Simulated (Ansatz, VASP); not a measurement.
## Au: VASP beside Ansatz

The input INCAR:

```
PREC = Accurate
ENCUT = 520
EDIFF = 1E-7
ISMEAR = -1
SIGMA = 0.1
LREAL = False
LASPH = True
NELM = 80
ALGO = Normal
ISIF = 2
LWAVE = False
LCHARG = False
GGA = PE
NBANDS = 12
```

The input KPOINTS:

```
Automatic mesh
0
Gamma
  21 21 21
```

The input POSCAR:

```
Au
1.0
    0.0000000000      2.1322599146      2.1322599146
    2.1322599146      0.0000000000      2.1322599146
    2.1322599146      2.1322599146      0.0000000000
Au
1
Direct
    0.0000000000      0.0000000000      0.0000000000
```

Input for Ansatz:

```yaml
crystal:
  lattice:
    - [0.0, 2.1322599146, 2.1322599146]
    - [2.1322599146, 0.0, 2.1322599146]
    - [2.1322599146, 2.1322599146, 0.0]
  atoms:
    - { symbol: Au, position: [0.0, 0.0, 0.0] }
hamiltonian:
  xc: pbe
  pseudopotentials:
    kind: paw
    azcp:
      Au: "pseudopotentials/Au.paw.azcp"
basis:
  ecutwfc: 420
  fft_grid_basis: typed
kpoints:
  mp_grid: { grid: [21, 21, 21], shift: [0, 0, 0] }
magnetization:
  spin_polarized: false
scf:
  occupations: { method: fermi_dirac, width: 0.1 }
output:
  stress: true
```

Alike in both runs: task single point; functional PBE; k mesh 21 × 21 × 21; occupations fermi-dirac, width 0.1 eV; no spin polarisation.

|  | VASP | Ansatz |
| --- | --- | --- |
| version | VASP 6.6.1 | Ansatz 0.2.0 |
| potentials or method | VASP PAW PBE potentials, release 64 (Au), cutoff 520 eV | plane waves (420 eV) with PAW, scalar-relativistic |
| valence electrons in the cell | 11 | 19 |

|  | VASP | Ansatz | Ansatz less VASP |
| --- | --- | --- | --- |
| pressure (GPa) | -8.6 | -8.4 | +0.15 |

VASP's potentials hold 11 valence electrons a cell and Ansatz's 19, so a difference there can come from the potentials and not from the codes.

Neither program's run includes spin-orbit coupling.
